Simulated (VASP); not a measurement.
# Ag (Fm-3m) in VASP: a series of runs

Ag is run at these levels: r2SCAN, PBE; tasks: single point, relaxation of cell and atoms.

All numbers are computed with VASP 6.6.1; they aren't measurements. Logs are shortened: lines on timing, memory, paths and dates and some standing lists are left out, and cuts for length are marked.

### Step 1. The cell of the first run

Symmetry: Fm-3m, No. 225, cubic system. Conventional cell: a = 4.105 Å, b = 4.105 Å, c = 4.105 Å, α = 90.00°, β = 90.00°, γ = 90.00°. Ag (site symmetry m-3m) has 12 Ag at 2.90 Å within 3.8 Å.

### Step 2. Single point, r2SCAN

The input, POSCAR:

```
Ag
1.0
    0.0000000000      2.0526450520      2.0526450520
    2.0526450520      0.0000000000      2.0526450520
    2.0526450520      2.0526450520      0.0000000000
Ag
1
Direct
    0.0000000000      0.0000000000      0.0000000000
```

The input, INCAR.step1:

```
SYSTEM = Ag
PREC = Accurate
ENCUT = 550
ISMEAR = -1
SIGMA = 0.05
LREAL = .False.
LASPH = .True.
NELM = 120
NBANDS = 12
GGA = PE
ALGO = Normal
EDIFF = 1E-5
LWAVE = .True.
LCHARG = .False.
GGA_COMPAT = .False.
```

The input, INCAR.step2:

```
SYSTEM = Ag
PREC = Accurate
ENCUT = 550
EDIFF = 1E-6
ISMEAR = -1
SIGMA = 0.05
LREAL = .False.
LASPH = .True.
NELM = 120
ALGO = Normal
ISIF = 2
LWAVE = .False.
LCHARG = .False.
METAGGA = R2SCAN
LMIXTAU = .True.
NBANDS = 12
ISTART = 1
GGA_COMPAT = .False.
```

The input, KPOINTS:

```
regular mesh
0
Gamma
  16 16 16
  0 0 0
```

Potentials or basis: VASP PAW PBE potentials, release 64 (Ag).

Command:

```
cat potpaw_PBE.64/Ag/POTCAR > POTCAR
cp INCAR.step1 INCAR
mpirun -np 1 vasp_std > vasp.out
cp INCAR.step2 INCAR
mpirun -np 1 vasp_std > vasp.out
```

OUTCAR:

```text
SYSTEM = Ag
   PREC = Accurate
   ENCUT = 550
   EDIFF = 1E-6
   ISMEAR = -1
   LREAL = .False.
   LASPH = .True.
   NELM = 120
   ISIF = 2
   METAGGA = R2SCAN
   ISTART = 1

 ion  position               nearest neighbor table
   1  0.000  0.000  0.000-

  LATTYP: Found a face centered cubic cell.
 ALAT       =     4.1052901040

  Lattice vectors:

 A1 = (   0.0000000000,   2.0526450520,   2.0526450520)
 A2 = (   2.0526450520,   0.0000000000,   2.0526450520)
 A3 = (   2.0526450520,   2.0526450520,   0.0000000000)

Analysis of symmetry for initial positions (statically):
=====================================================================
 Subroutine PRICEL returns:
 Original cell was already a primitive cell.

 Routine SETGRP: Setting up the symmetry group for a
 face centered cubic supercell.

 Subroutine GETGRP returns: Found 48 space group operations
 (whereof 48 operations were pure point group operations)
 out of a pool of 48 trial point group operations.

The static configuration has the point symmetry O_h .

Analysis of symmetry for dynamics (positions and initial velocities):
=====================================================================
 Subroutine PRICEL returns:
 Original cell was already a primitive cell.

 Routine SETGRP: Setting up the symmetry group for a
 face centered cubic supercell.

 Subroutine GETGRP returns: Found 48 space group operations
 (whereof 48 operations were pure point group operations)
 out of a pool of 48 trial point group operations.

The dynamic configuration has the point symmetry O_h .

 Subroutine INISYM returns: Found 48 space group operations
 (whereof 48 operations are pure point group operations),
 and found     1 'primitive' translations

----------------------------------------------------------------------------------------

                                     Primitive cell

  volume of cell :      17.2970

  direct lattice vectors                    reciprocal lattice vectors
     0.000000000  2.052645052  2.052645052    -0.243588145  0.243588145  0.243588145
     2.052645052  0.000000000  2.052645052     0.243588145 -0.243588145  0.243588145
     2.052645052  2.052645052  0.000000000     0.243588145  0.243588145 -0.243588145

  length of vectors
     2.902878471  2.902878471  2.902878471     0.421907043  0.421907043  0.421907043

  position of ions in fractional coordinates (direct lattice)
     0.000000000  0.000000000  0.000000000

  ion indices of the primitive-cell ions
   primitive index   ion index
                 1           1

----------------------------------------------------------------------------------------

 KPOINTS: regular mesh

Automatic generation of k-mesh.
 Grid dimensions read from file:
 generate k-points for:   16   16   16

 Generating k-lattice:

  Cartesian coordinates                     Fractional coordinates (reciprocal lattice)
    -0.015224259  0.015224259  0.015224259     0.062500000  0.000000000  0.000000000
     0.015224259 -0.015224259  0.015224259     0.000000000  0.062500000  0.000000000
     0.015224259  0.015224259 -0.015224259     0.000000000  0.000000000  0.062500000

  Length of vectors
     0.026369190  0.026369190  0.026369190

  Shift w.r.t. Gamma in fractional coordinates (k-lattice)
     0.000000000  0.000000000  0.000000000

 Subroutine IBZKPT returns following result:
 ===========================================

 Found    145 irreducible k-points:

 Following reciprocal coordinates:
            Coordinates               Weight
  0.000000  0.000000  0.000000      1.000000
  0.062500  0.000000  0.000000      8.000000
  0.125000  0.000000  0.000000      8.000000
  0.187500  0.000000  0.000000      8.000000
  0.250000  0.000000  0.000000      8.000000
  0.312500  0.000000  0.000000      8.000000
[... 16 lines left out ...]
 -0.125000  0.062500  0.000000     24.000000
 -0.062500  0.062500  0.000000     12.000000
 [... further k-points ...]
   k-points           NKPTS =    145   k-points in BZ     NKDIM =    145   number of bands    NBANDS=     12
   number of dos      NEDOS =    301   number of ions     NIONS =      1
   total plane-waves  NPLWV =  13824
   dimension x,y,z NGX =    24 NGY =   24 NGZ =   24
   dimension x,y,z NGXF=    48 NGYF=   48 NGZF=   48
   ions per type =               1
   NGX,Y,Z   is equivalent  to a cutoff of  13.74, 13.74, 13.74 a.u.
   NGXF,Y,Z  is equivalent  to a cutoff of  27.49, 27.49, 27.49 a.u.
 SYSTEM =  Ag
   PREC   = accura    normal or accurate (medium, high low for compatibility)
   ISTART =      1    job   : 0-new  1-cont  2-samecut
   ICHARG =      0    charge: 1-file 2-atom 10-const
   ISPIN  =      1    spin polarized calculation?
   LNONCOLLINEAR =      F non collinear calculations
   LSORBIT =      F    spin-orbit coupling
   LASPH  =      T    aspherical Exc in radial PAW
   ENCUT  =  550.0 eV  40.42 Ry    6.36 a.u.   5.55  5.55  5.55*2*pi/ulx,y,z
   NELM   =    120;   NELMIN=  2; NELMDL=  0     # of ELM steps
   EDIFF  = 0.1E-05   stopping-criterion for ELM
   LREAL  =      F    real-space projection
   EDIFFG = 0.1E-04   stopping-criterion for IOM
   NSW    =      0    number of steps for IOM
   IBRION =     -1    ionic relax: 0-MD 1-quasi-New 2-CG
   NFREE  =      0    steps in history (QN), initial steepest desc. (CG)
   ISIF   =      2    stress and relaxation
   ISYM   =      2    0-nonsym 1-usesym 2-fastsym
   POTIM  = 0.5000    time-step for ionic-motion
   TEBEG  =    0.0;   TEEND  =   0.0 temperature during run
   PSTRESS=    0.0 pullay stress
   NELECT =      11.0000    total number of electrons
   NUPDOWN=      -1.0000    fix difference up-down
   EMIN   =  10.00;   EMAX   =-10.00  energy-range for DOS
   EFERMI =   0.00;   METHOD = LEGACY
   ISMEAR =    -1;   SIGMA  =   0.05  broadening in eV -4-tet -1-fermi 0-gaus
   EFERMI_NEDOS =   21; number of points for ismear=-14 and -15
   IALGO  =     38    algorithm
   IMIX   =      4    mixing-type and parameters
     AMIX     =   0.40;   BMIX     =  1.00
     AMIX_MAG =   1.60;   BMIX_MAG =  1.00
  volume/ion in A,a.u.               =      17.30       116.73
  Fermi-wavevector in a.u.,A,eV,Ry     =   1.407825  2.660403 26.966339  1.981970
  Thomas-Fermi vector in A             =   2.530045
   LORBIT       =      0    0 simple, 1 ext, 2 COOP (PROOUT), +10 PAW based schemes
   METAGGA = R2SCAN    functional components
   LHFCALC =     F    Hartree Fock is set to
   AEXX    =    0.0000 exact exchange contribution
   IVDW    =     0    specifies the selected vdW correction
   LEPSILON=     F    determine dielectric tensor
   LRPA    =     F    only Hartree local field effects (RPA)
 non-spin polarized calculation
  energy-cutoff  :      550.00
  volume of cell :       17.30
 maximum number of plane-waves:       531
 NGX is ok and might be reduce to    24
   NGX = 11   NGY = 11   NGZ = 11

 number of electron      10.9999999 magnetization

 Free energy of the ion-electron system (eV)
  ---------------------------------------------------
  ext. energy  EPLUGINS =         0.00000000
  ---------------------------------------------------
  free energy    TOTEN  =       -21.35974506 eV

  energy without entropy =      -21.35751034  energy(sigma->0) =      -21.35862770

 E-fermi :   8.1906     XC(G=0): -12.8686

 val. band max:        8.1889798892   @ k =   0.5000   0.1875   0.0625
 cond. band min:       8.2960374973   @ k =   0.4375   0.3750   0.0000
 fundamental gap:      0.1070576081
 Fermi energy:         8.1905715787

 k-point     1 :       0.0000    0.0000    0.0000
  band No.  band energies     occupation
      1       0.3844      2.00000
      2       3.1483      2.00000
      3       3.1483      2.00000
      4       3.1483      2.00000
      5       4.1669      2.00000
      6       4.1669      2.00000
      7      24.8542      0.00000
      8      28.4914      0.00000
      9      28.4914      0.00000
     10      28.4914      0.00000
     11      33.4111      0.00000
     12      34.3731      0.00000

 k-point     2 :       0.0625    0.0000    0.0000
  band No.  band energies     occupation
      1       0.5092      2.00000
      2       3.1209      2.00000
      3       3.1822      2.00000
      4       3.1822      2.00000
      5       4.1542      2.00000
      6       4.1542      2.00000
      7      24.8614      0.00000
      8      27.4238      0.00000
      9      28.5308      0.00000
     10      28.5308      0.00000
     11      33.3861      0.00000
     12      34.2536      0.00000

 k-point     3 :       0.1250    0.0000    0.0000
  band No.  band energies     occupation
      1       0.8632      2.00000
      2       3.0661      2.00000
      3       3.2662      2.00000
      4       3.2662      2.00000
      5       4.1338      2.00000
      6       4.1338      2.00000
      7      24.2688      0.00000
      8      25.9849      0.00000
      9      28.6132      0.00000
     10      28.6132      0.00000
     11      32.4031      0.00000
     12      33.8006      0.00000

 k-point     4 :       0.1875    0.0000    0.0000
  band No.  band energies     occupation
      1       1.3510      2.00000
      2       3.0974      2.00000
      3       3.3428      2.00000
      4       3.3428      2.00000
      5       4.1613      2.00000
      6       4.1613      2.00000
      7      22.1522      0.00000
      8      25.7168      0.00000
      9      28.6302      0.00000
     10      28.6302      0.00000
     11      31.7471      0.00000
     12      33.0166      0.00000

 k-point     5 :       0.2500    0.0000    0.0000
  band No.  band energies     occupation
      1       1.7072      2.00000
      2       3.3459      2.00000
      3       3.3459      2.00000
      4       3.4999      2.00000
      5       4.2958      2.00000
      6       4.2958      2.00000
      7      19.6740      0.00000
      8      25.4490      0.00000
      9      28.4224      0.00000
     10      28.4225      0.00000
     11      31.8540      0.00000
     12      32.2599      0.00000
[... 228 lines left out ...]
      1       1.8457      2.00000
      2       3.2734      2.00000
      3       3.3778      2.00000
      4       3.6043      2.00000
      5       4.2018      2.00000
      6       4.7287      2.00000
      7      18.9253      0.00000
      8      24.6987      0.00000
      9      27.0960      0.00000
     10      29.9130      0.00000
     11      30.7943      0.00000
     12      31.3223      0.00000

 k-point    22 :      -0.1875    0.0625    0.0000
  band No.  band energies     occupation
      1       1.6031      2.00000
      2       3.0419      2.00000
      3       3.4012      2.00000
      4       3.4123      2.00000
      5       4.0390      2.00000
      6       4.4008      2.00000
      7      21.4236      0.00000
      8      25.0018      0.00000
      9      27.6346      0.00000
     10      30.1647      0.00000
     11      30.5028      0.00000
     12      32.2496      0.00000

 k-point    23 :      -0.1250    0.0625    0.0000
  band No.  band energies     occupation
      1       1.1230      2.00000
      2       2.9918      2.00000
      3       3.3262      2.00000
      4       3.3557      2.00000
      5       4.0246      2.00000
      6       4.2448      2.00000
      7      23.7643      0.00000
      8      25.2854      0.00000
      9      27.7090      0.00000
     10      29.6833      0.00000
     11      31.2227      0.00000
     12      33.7387      0.00000

 k-point    24 :      -0.0625    0.0625    0.0000
  band No.  band energies     occupation
      1       0.7117      2.00000
      2       3.0635      2.00000
      3       3.2284      2.00000
      4       3.2581      2.00000
      5       4.0886      2.00000
      6       4.1880      2.00000
      7      24.8054      0.00000
      8      26.4133      0.00000
      9      27.8386      0.00000
     10      29.0922      0.00000
     11      32.5184      0.00000
     12      34.3184      0.00000

 [... further k-points ...]
[... 5 lines left out ...]
  --------------------------------------------------------------------------------------
  -------------------------------------------------------------------------------------
  Total        0.0058298      0.0058298      0.0058298     -0.0000000     -0.0000000      0.0000000
  in kB        0.5400003      0.5400003      0.5400003     -0.0000000     -0.0000000      0.0000000
  external PRESSURE =       0.5400003 kB  Pullay stress =       0.0000000 kB

 VOLUME and BASIS-vectors are now :
 -----------------------------------------------------------------------------
  energy-cutoff  :      550.00
  volume of cell :       17.30
      direct lattice vectors                 reciprocal lattice vectors
     0.000000000  2.052645052  2.052645052    -0.243588145  0.243588145  0.243588145
     2.052645052  0.000000000  2.052645052     0.243588145 -0.243588145  0.243588145
     2.052645052  2.052645052  0.000000000     0.243588145  0.243588145 -0.243588145

 POSITION                                       TOTAL-FORCE (eV/Angst)
 -----------------------------------------------------------------------------------
      0.00000      0.00000      0.00000         0.000000      0.000000      0.000000
 -----------------------------------------------------------------------------------
    total drift:                               -0.000000      0.000000     -0.000000

  FREE ENERGIE OF THE ION-ELECTRON SYSTEM (eV)
  ---------------------------------------------------
  free  energy   TOTEN  =       -21.3597450604 eV

  energy  without entropy=      -21.3575103360  energy(sigma->0) =      -21.35862770
```

It took 2.4 min on 1 thread of Intel Xeon 8259CL, shared host; peak memory 0.17 GiB.

Results:

```
Free energy : -21.3597 eV
Pressure    : 0.1 GPa
```

Caveat: the PAW data sets were made with another functional, which shifts forces and pressure a little.

(Continued in part 2 of 2.)
